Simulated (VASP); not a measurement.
Write the native input for VASP 6.6.1 that does the following.

```
Task                   : single point
Functional             : PBEsol
Potentials or basis    : VASP PAW PBE potentials, release 64 (B, N)
Cutoff                 : 600 eV
k mesh                 : 12 × 12 × 12
Occupations            : gaussian, width 0.02 eV
Spin                   : no spin polarisation
Dipole correction      : no
Further INCAR settings : ALGO = Normal; EDIFF = 1e-06; NBANDS = 11
```

The structure of BN (Qingsongite) lies in POSCAR:

```
BN
1.0
    0.0000000000      1.6520035082      1.6520035082
    1.6520035082      0.0000000000      1.6520035082
    1.6520035082      1.6520035082      0.0000000000
B N
1 1
Direct
    0.0000000000      0.0000000000      0.0000000000
    0.2500000000      0.2500000000      0.2500000000
```

The input as run:

INCAR

```
ALGO     = Normal         # electronic algorithm
EDIFF    = 1E-6           # SCF threshold, eV
ENCUT    = 600            # plane-wave cutoff, eV
GGA      = PS             # functional
GGA_COMPAT= False        
ISIF     = 2              # what is computed and relaxed
ISMEAR   = 0              # smearing method
LASPH    = True           # aspherical terms in the spheres
LCHARG   = False          # write CHGCAR
LREAL    = False          # projectors in reciprocal space
LWAVE    = False          # write WAVECAR
NBANDS   = 11             # bands
NELM     = 120            # most SCF steps
PREC     = Accurate       # precision mode
SIGMA    = 0.02           # smearing width, eV
```

KPOINTS

```
k-points
0
Gamma
  12 12 12
```

Potentials or basis: VASP PAW PBE potentials, release 64 (B, N).

Command:

```console
$ cat potpaw_PBE.64/B/POTCAR potpaw_PBE.64/N/POTCAR > POTCAR
$ mpirun -np 1 vasp_std > vasp.out
```

It gave:

| Item | Value |
| --- | --- |
| Pressure | 163.5 GPa |
| Band gap on the k mesh | 4.52 eV, indirect (least direct gap 10.03 eV) |

Caveat: the PAW data sets were made with another functional, which shifts forces and pressure a little.

It took 4.2 s on 1 thread of Intel(R) Xeon(R) 6975P-C (Granite Rapids) (shared host), peak memory 0.12 GiB.
